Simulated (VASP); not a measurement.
Runs of VASP 6.6.1 on NaI. The structure is that of space group Pm-3m (No. 221), or close to it. The cells are those of the table. 

```tsv
level	cell	k mesh	smearing	grid for exact exchange (PRECFOCK)	screening parameter	gap on the mesh (eV)	pressure (GPa)
PBE	a = 4.045 Å, angles 89.9°, 2 atoms	6 × 6 × 6	fermi-dirac 0.02 eV	-	-	2.29	(b)
HSE06	a = 4.041, b = 4.041, c = 4.107 Å, 2 atoms	4 × 4 × 4	gaussian 0.01 eV	Normal	0.2079 1/Å	3.16	-0.1
HSE06	a = 4.045 Å, angles 89.9°, 2 atoms	4 × 4 × 4	gaussian 0.01 eV	Normal	0.2079 1/Å	3.22	0.1
r2SCAN	a = 4.045 Å, angles 89.9°, 2 atoms	6 × 6 × 6	gaussian 0.01 eV	-	-	(a)	-0.1
```

Alike in all rows: task single point; potentials or basis VASP PAW PBE potentials, release 64 (Na_pv, I); no spin polarisation; cutoff (eV) 520.

Problem. Fill in the values left out.

Solution. (a) 3.06; (b) 0.2.

Caveats: spin-orbit coupling is left out, which moves the levels of the heavy elements; the PAW data sets were made with another functional, which shifts forces and pressure a little (some runs).

A k mesh can miss the band edges, and the runs leave out spin-orbit coupling on I.
